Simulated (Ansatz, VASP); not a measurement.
Ni: VASP beside Ansatz

File INCAR:

```
PREC = Accurate ; ENCUT = 520
EDIFF = 1E-6 ; ISMEAR = -1
SIGMA = 0.05 ; LREAL = False
LASPH = True ; NELM = 150
ALGO = Normal ; ISIF = 2
LWAVE = False ; LCHARG = False
ISPIN = 2 ; MAGMOM = 1.5 1.5
LORBIT = 11 ; LMAXMIX = 4
GGA = PE ; NBANDS = 21
```

File KPOINTS:

```
regular mesh
0
Gamma
  15 15 8
```

File POSCAR:

```
Ni
1.0
    2.5259854492      0.0000000000      0.0000000000
   -1.2629927246      2.1875675686      0.0000000000
    0.0000000000      0.0000000000      4.1521409461
Ni
2
Direct
    0.3333333333      0.6666666667      0.2500000000
    0.6666666667      0.3333333333      0.7500000000
```

Input for Ansatz:

```yaml
crystal:
  lattice:
    - [2.5259854492, 0.0, 0.0]
    - [-1.2629927246, 2.1875675686, 0.0]
    - [0.0, 0.0, 4.1521409461]
  atoms:
    - { symbol: Ni, position: [0.3333333333, 0.6666666667, 0.25], spin: 1.5 }
    - { symbol: Ni, position: [0.6666666667, 0.3333333333, 0.75], spin: 1.5 }
magnetization:
  spin_polarized: true
kpoints:
  mp_grid: { grid: [15, 15, 8] }
scf:
  occupations: { method: fermi_dirac, width: 0.05 }
hamiltonian:
  xc: pbe
  pseudopotentials: { kind: all_electron, lapw: { basis_error: 0.001 } }
output:
  forces: true
  stress: true
  eigenvalues: true
```

Change from the starting cell: volume scaled by 1.05.

Alike in both runs: task single point; functional PBE; k mesh 15 × 15 × 8; occupations fermi-dirac, width 0.05 eV; collinear spin.

|  | VASP | Ansatz |
| --- | --- | --- |
| version | VASP 6.6.1 | Ansatz 0.2.0 |
| potentials or method | VASP PAW PBE potentials, release 64 (Ni), cutoff 520 eV | all-electron LAPW, scalar-relativistic |

```csv
,VASP,Ansatz,Ansatz less VASP
pressure (GPa),-8.5,-8.6,-0.11
"traceless stress, the component that is largest in VASP (GPa)",-0.02,0.08,+0.099
net moment per atom (μB),0.65,0.66,+0.005
size of the moment on the site where the two differ most (μB),0.67,0.68,+0.016
```

Site moments also hang on the region over which each program counts them. Ansatz ran all-electron here, and VASP with PAW potentials.
